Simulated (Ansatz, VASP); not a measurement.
**Nb4H in VASP and in Ansatz**

```
Nb H
1.0
     2.92702    0.00000    0.00000
     0.00000    4.13943    0.00000
     0.00000    0.00000   21.25767
Nb H
4 1
Cartesian
  1.4635 2.0697 4.0000
  0.0000 0.0000 5.4635
  1.4635 2.0697 7.0286
  0.0000 0.0000 8.2577
  0.0000 0.6899 11.9677
```

Alike in both runs: task single point; functional LDA; k mesh 9 × 7 × 1; occupations gaussian, width 0.1 eV; no spin polarisation.

```csv
,VASP,Ansatz
version,VASP 6.6.1,Ansatz 0.2.0
potentials or method,"VASP PAW LDA potentials, release 64 (Nb_sv, H), cutoff 520 eV","scalar-relativistic, plane waves, PAW"
valence electrons in the cell,53,53
```

Ansatz gave:

| Quantity | Value |
| --- | --- |
| gap on the k mesh at the Fermi level (eV) | none |
| rms of the force components (eV/Å) | 0.570 |

Question: Which values does VASP return?

Answer: gap on the k mesh at the Fermi level (eV): none; rms of the force components (eV/Å): 0.571.

LDA's correlation is that of Perdew and Zunger in VASP and of Perdew and Wang (1992) in Ansatz. Atom by atom the forces differ by 0.001 eV/Å (rms over components). A gap of «none» marks a metal or a gap that the smearing closes.
